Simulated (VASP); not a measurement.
# Hg (R-3m) in VASP: single point with r2SCAN

Aim: the single point of Hg with r2SCAN.

Everything below comes from runs of VASP 6.6.1. Logs are shortened: lines on timing, memory, paths and dates and some standing lists are left out, and cuts for length are marked.

## Step 1: The cell of the first run

It takes space group R-3m (No. 166, trigonal). Conventional cell: a = 3.485 Å, b = 3.485 Å, c = 6.750 Å, α = 90.00°, β = 90.00°, γ = 120.00°. Within 4.0 Å of Hg (site symmetry -3m) lie 12 Hg at 3.02 to 3.48 Å.

## Step 2: Single point, r2SCAN (strained)

File POSCAR:

```
Hg
1.0
    1.7422834585      1.0059078238      2.2498614000
   -1.7422834585      1.0059078238      2.2498614000
    0.0000000000     -2.0118156475      2.2498614000
Hg
1
Direct
    0.0000000000      0.0000000000      0.0000000000
```

File INCAR.step1:

```
SYSTEM = Hg
PREC = Accurate
ENCUT = 520
ISMEAR = 0
SIGMA = 0.1
LREAL = .False.
LASPH = .True.
NELM = 100
NBANDS = 12
GGA = PE
ALGO = Normal
EDIFF = 1E-4
LWAVE = .True.
LCHARG = .False.
```

File INCAR.step2:

```
SYSTEM = Hg
PREC = Accurate
ENCUT = 520
EDIFF = 1E-6
ISMEAR = 0
SIGMA = 0.1
LREAL = .False.
LASPH = .True.
NELM = 100
ALGO = Normal
ISIF = 2
LWAVE = .False.
LCHARG = .True.
METAGGA = R2SCAN
LMIXTAU = .True.
LELF = .True.
LVHAR = .True.
NBANDS = 12
ISTART = 1
```

File KPOINTS:

```
regular mesh
0
Gamma
  15 15 15
  0 0 0
```

Potentials or basis: VASP PAW PBE potentials, release 64 (Hg).

Launch:

```
$ cat potpaw_PBE.64/Hg/POTCAR > POTCAR
$ cp INCAR.step1 INCAR
$ mpirun -np 1 vasp_std > vasp.out
$ cp INCAR.step2 INCAR
$ mpirun -np 1 vasp_std > vasp.out
```

OUTCAR:

```text
SYSTEM = Hg
   PREC = Accurate
   ENCUT = 520
   EDIFF = 1E-6
   ISMEAR = 0
   LREAL = .False.
   LASPH = .True.
   NELM = 100
   ISIF = 2
   METAGGA = R2SCAN
   ISTART = 1

 ion  position               nearest neighbor table
   1  0.000  0.000  0.000-

  LATTYP: Found a trigonal (rhomboedric) cell.
 ALAT       =     3.0181581335
 COS(alpha) =     0.3335253405

  Lattice vectors:

 A1 = (   1.7422834585,   1.0059078238,   2.2498614000)
 A2 = (  -1.7422834585,   1.0059078238,   2.2498614000)
 A3 = (   0.0000000000,  -2.0118156475,   2.2498614000)

Analysis of symmetry for initial positions (statically):
=====================================================================
 Subroutine PRICEL returns:
 Original cell was already a primitive cell.

 Routine SETGRP: Setting up the symmetry group for a
 trigonal (rhombohedral) supercell.

 Subroutine GETGRP returns: Found 12 space group operations
 (whereof 12 operations were pure point group operations)
 out of a pool of 12 trial point group operations.

The static configuration has the point symmetry D_3d.

Analysis of symmetry for dynamics (positions and initial velocities):
=====================================================================
 Subroutine PRICEL returns:
 Original cell was already a primitive cell.

 Routine SETGRP: Setting up the symmetry group for a
 trigonal (rhombohedral) supercell.

 Subroutine GETGRP returns: Found 12 space group operations
 (whereof 12 operations were pure point group operations)
 out of a pool of 12 trial point group operations.

The dynamic configuration has the point symmetry D_3d.

 Subroutine INISYM returns: Found 12 space group operations
 (whereof 12 operations are pure point group operations),
 and found     1 'primitive' translations

----------------------------------------------------------------------------------------

                                     Primitive cell

  volume of cell :      23.6583

  direct lattice vectors                    reciprocal lattice vectors
     1.742283458  1.005907824  2.249861400     0.286979709  0.165687812  0.148157275
    -1.742283458  1.005907824  2.249861400    -0.286979709  0.165687812  0.148157275
     0.000000000 -2.011815648  2.249861400     0.000000000 -0.331375625  0.148157275

  length of vectors
     3.018158134  3.018158134  3.018158133     0.362988130  0.362988130  0.362988130

  position of ions in fractional coordinates (direct lattice)
     0.000000000  0.000000000  0.000000000

  ion indices of the primitive-cell ions
   primitive index   ion index
                 1           1

----------------------------------------------------------------------------------------

 KPOINTS: regular mesh

Automatic generation of k-mesh.
 Grid dimensions read from file:
 generate k-points for:   15   15   15

 Generating k-lattice:

  Cartesian coordinates                     Fractional coordinates (reciprocal lattice)
     0.019131981  0.011045854  0.009877152     0.066666667  0.000000000 -0.000000000
    -0.019131981  0.011045854  0.009877152     0.000000000  0.066666667 -0.000000000
     0.000000000 -0.022091708  0.009877152     0.000000000  0.000000000  0.066666667

  Length of vectors
     0.024199209  0.024199209  0.024199209

  Shift w.r.t. Gamma in fractional coordinates (k-lattice)
     0.000000000  0.000000000  0.000000000

 Subroutine IBZKPT returns following result:
 ===========================================

 Found    344 irreducible k-points:

 Following reciprocal coordinates:
            Coordinates               Weight
  0.000000  0.000000  0.000000      1.000000
  0.066667  0.000000  0.000000      6.000000
  0.133333  0.000000  0.000000      6.000000
  0.200000  0.000000  0.000000      6.000000
  0.266667  0.000000  0.000000      6.000000
  0.333333  0.000000  0.000000      6.000000
[... 16 lines left out ...]
  0.133333  0.133333  0.000000      6.000000
  0.200000  0.133333  0.000000     12.000000
 [... further k-points ...]
   k-points           NKPTS =    344   k-points in BZ     NKDIM =    344   number of bands    NBANDS=     12
   number of dos      NEDOS =    301   number of ions     NIONS =      1
   total plane-waves  NPLWV =  13824
   dimension x,y,z NGX =    24 NGY =   24 NGZ =   24
   dimension x,y,z NGXF=    48 NGYF=   48 NGZF=   48
   ions per type =               1
   NGX,Y,Z   is equivalent  to a cutoff of  13.22, 13.22, 13.22 a.u.
   NGXF,Y,Z  is equivalent  to a cutoff of  26.44, 26.44, 26.44 a.u.
 SYSTEM =  Hg
   PREC   = accura    normal or accurate (medium, high low for compatibility)
   ISTART =      1    job   : 0-new  1-cont  2-samecut
   ICHARG =      0    charge: 1-file 2-atom 10-const
   ISPIN  =      1    spin polarized calculation?
   LNONCOLLINEAR =      F non collinear calculations
   LSORBIT =      F    spin-orbit coupling
   LASPH  =      T    aspherical Exc in radial PAW
   ENCUT  =  520.0 eV  38.22 Ry    6.18 a.u.   5.61  5.61  5.61*2*pi/ulx,y,z
   NELM   =    100;   NELMIN=  2; NELMDL=  0     # of ELM steps
   EDIFF  = 0.1E-05   stopping-criterion for ELM
   LREAL  =      F    real-space projection
   EDIFFG = 0.1E-04   stopping-criterion for IOM
   NSW    =      0    number of steps for IOM
   IBRION =     -1    ionic relax: 0-MD 1-quasi-New 2-CG
   NFREE  =      0    steps in history (QN), initial steepest desc. (CG)
   ISIF   =      2    stress and relaxation
   ISYM   =      2    0-nonsym 1-usesym 2-fastsym
   POTIM  = 0.5000    time-step for ionic-motion
   TEBEG  =    0.0;   TEEND  =   0.0 temperature during run
   PSTRESS=    0.0 pullay stress
   NELECT =      12.0000    total number of electrons
   NUPDOWN=      -1.0000    fix difference up-down
   EMIN   =  10.00;   EMAX   =-10.00  energy-range for DOS
   EFERMI =   0.00;   METHOD = LEGACY
   ISMEAR =     0;   SIGMA  =   0.10  broadening in eV -4-tet -1-fermi 0-gaus
   EFERMI_NEDOS =   21; number of points for ismear=-14 and -15
   IALGO  =     38    algorithm
   IMIX   =      4    mixing-type and parameters
     AMIX     =   0.40;   BMIX     =  1.00
     AMIX_MAG =   1.60;   BMIX_MAG =  1.00
  volume/ion in A,a.u.               =      23.66       159.65
  Fermi-wavevector in a.u.,A,eV,Ry     =   1.305591  2.467210 23.192064  1.704569
  Thomas-Fermi vector in A             =   2.436450
   LORBIT       =      0    0 simple, 1 ext, 2 COOP (PROOUT), +10 PAW based schemes
   METAGGA = R2SCAN    functional components
   LHFCALC =     F    Hartree Fock is set to
   AEXX    =    0.0000 exact exchange contribution
   IVDW    =     0    specifies the selected vdW correction
   LEPSILON=     F    determine dielectric tensor
   LRPA    =     F    only Hartree local field effects (RPA)
 non-spin polarized calculation
 Gauss-broadening in eV      SIGMA  =   0.10
  energy-cutoff  :      520.00
  volume of cell :       23.66
 maximum number of plane-waves:       654
   NGX = 11   NGY = 11   NGZ = 11

 number of electron      12.0000002 magnetization

 Free energy of the ion-electron system (eV)
  ---------------------------------------------------
  ext. energy  EPLUGINS =         0.00000000
  ---------------------------------------------------
  free energy    TOTEN  =       -49.31366717 eV

  energy without entropy =      -49.31224430  energy(sigma->0) =      -49.31295573

 E-fermi :   2.7681     XC(G=0): -11.4650

 val. band max:        2.7549731491   @ k =   0.4667   0.1333   0.0000
 cond. band min:       2.7775546643   @ k =  -0.1333   0.4667   0.1333
 fundamental gap:      0.0225815152
 Fermi energy:         2.7681194098

 k-point     1 :       0.0000    0.0000    0.0000
  band No.  band energies     occupation
      1      -6.7360      2.00000
      2      -5.4244      2.00000
      3      -5.4244      2.00000
      4      -4.1232      2.00000
      5      -3.9677      2.00000
      6      -3.9677      2.00000
      7      15.4787      0.00000
      8      15.6808      0.00000
      9      15.6808      0.00000
     10      20.4117      0.00000
     11      21.6040      0.00000
     12      21.6040      0.00000

 k-point     2 :       0.0667    0.0000    0.0000
  band No.  band energies     occupation
      1      -6.6338      2.00000
      2      -5.4174      2.00000
      3      -5.3931      2.00000
      4      -4.1205      2.00000
      5      -3.9809      2.00000
      6      -3.9722      2.00000
      7      14.5262      0.00000
      8      15.5776      0.00000
      9      15.7354      0.00000
     10      20.8342      0.00000
     11      21.5847      0.00000
     12      22.2844      0.00000

 k-point     3 :       0.1333    0.0000    0.0000
  band No.  band energies     occupation
      1      -6.3630      2.00000
      2      -5.4008      2.00000
      3      -5.2720      2.00000
      4      -4.1081      2.00000
      5      -4.0138      2.00000
      6      -3.9808      2.00000
      7      12.3760      0.00000
      8      15.7208      0.00000
      9      15.8693      0.00000
     10      21.0867      0.00000
     11      21.5315      0.00000
     12      23.4970      0.00000
[... 286 lines left out ...]
 k-point    23 :       0.1333    0.1333    0.0000
  band No.  band energies     occupation
      1      -6.1293      2.00000
      2      -5.3587      2.00000
      3      -5.1300      2.00000
      4      -4.2733      2.00000
      5      -4.0652      2.00000
      6      -3.9510      2.00000
      7      13.6971      0.00000
      8      14.1183      0.00000
      9      15.2726      0.00000
     10      20.3356      0.00000
     11      22.1789      0.00000
     12      23.0764      0.00000

 k-point    24 :       0.2000    0.1333    0.0000
  band No.  band energies     occupation
      1      -5.8654      2.00000
      2      -5.2825      2.00000
      3      -4.9306      2.00000
      4      -4.3194      2.00000
      5      -4.0583      2.00000
      6      -3.9431      2.00000
      7      11.5691      0.00000
      8      14.7104      0.00000
      9      15.3951      0.00000
     10      18.8902      0.00000
     11      21.8846      0.00000
     12      22.9975      0.00000

 [... further k-points ...]

------------------------ aborting loop because EDIFF is reached ----------------------------------------

  FORCE on cell =-STRESS in cart. coord.  units (eV):
  Direction    XX          YY          ZZ          XY          YZ          ZX
  --------------------------------------------------------------------------------------
  -------------------------------------------------------------------------------------
  Total        0.5592319      0.5592319      0.4585062      0.0000000      0.0000000      0.0000000
  in kB       37.8720221     37.8720221     31.0507287      0.0000000      0.0000000      0.0000000
  external PRESSURE =      35.5982576 kB  Pullay stress =       0.0000000 kB

 VOLUME and BASIS-vectors are now :
 -----------------------------------------------------------------------------
  energy-cutoff  :      520.00
  volume of cell :       23.66
      direct lattice vectors                 reciprocal lattice vectors
     1.742283458  1.005907824  2.249861400     0.286979709  0.165687812  0.148157275
    -1.742283458  1.005907824  2.249861400    -0.286979709  0.165687812  0.148157275
     0.000000000 -2.011815648  2.249861400     0.000000000 -0.331375625  0.148157275

 POSITION                                       TOTAL-FORCE (eV/Angst)
 -----------------------------------------------------------------------------------
      0.00000      0.00000      0.00000        -0.000000      0.000000      0.000000
 -----------------------------------------------------------------------------------
    total drift:                                0.000000      0.000000      0.000000

  FREE ENERGIE OF THE ION-ELECTRON SYSTEM (eV)
  ---------------------------------------------------
  free  energy   TOTEN  =       -49.3136671658 eV

  energy  without entropy=      -49.3122442969  energy(sigma->0) =      -49.31295573
```

Wall time 3.5 min (1 thread of AMD EPYC 7R13 (Zen 3), shared host); peak memory 0.19 GiB.

What came out:

```
Free energy            : -49.3137 eV
Pressure               : 3.6 GPa
Band gap on the k mesh : zero (bands 6 and 7 overlap by 2.84 eV)
```

Caveat: the cell differs from its parent crystal (strained); the cell stands under pressure; the PAW data sets were made with another functional, which shifts forces and pressure a little; spin-orbit coupling is left out, which moves the levels of the heavy elements.

The gap in the log of VASP goes by the Fermi energy; the results here count the filled bands.